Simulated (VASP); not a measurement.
Zr12N (a cell with a defect), 13 atoms in the cell. The cell holds a defect, 13 atoms: a = 6.460 Å, b = 9.690 Å, c = 5.145 Å, α = 90.00°, β = 90.00°, γ = 120.00°. 

- Program: VASP 6.6.1
- Task: single point
- Functional: LDA
- Potentials or basis: VASP PAW LDA potentials, release 64 (Zr_sv, N)
- Cutoff: 520 eV
- k mesh: 3 × 2 × 3
- Occupations: fermi-dirac, width 0.1 eV
- Spin: no spin polarisation
- Dipole correction: no
- Further INCAR settings: ALGO = Normal; EDIFF = 1e-06; NBANDS = 86

Potentials or basis: VASP PAW LDA potentials, release 64 (Zr_sv, N).

Command:

```bash
$ cat potpaw_LDA.64/Zr_sv/POTCAR potpaw_LDA.64/N/POTCAR > POTCAR
$ mpirun -np 1 vasp_std > vasp.out
```

Hardware: 1 thread of AMD EPYC 7R13 Processor (Zen 3), on a shared host.

**Question.** Estimate the wall time of this run.

**Answer.** It took 9.7 min on 1 thread of AMD EPYC 7R13 Processor (Zen 3), with other jobs on the host, peak memory 0.34 GiB. Counts: scf iterations 18, k points 10.
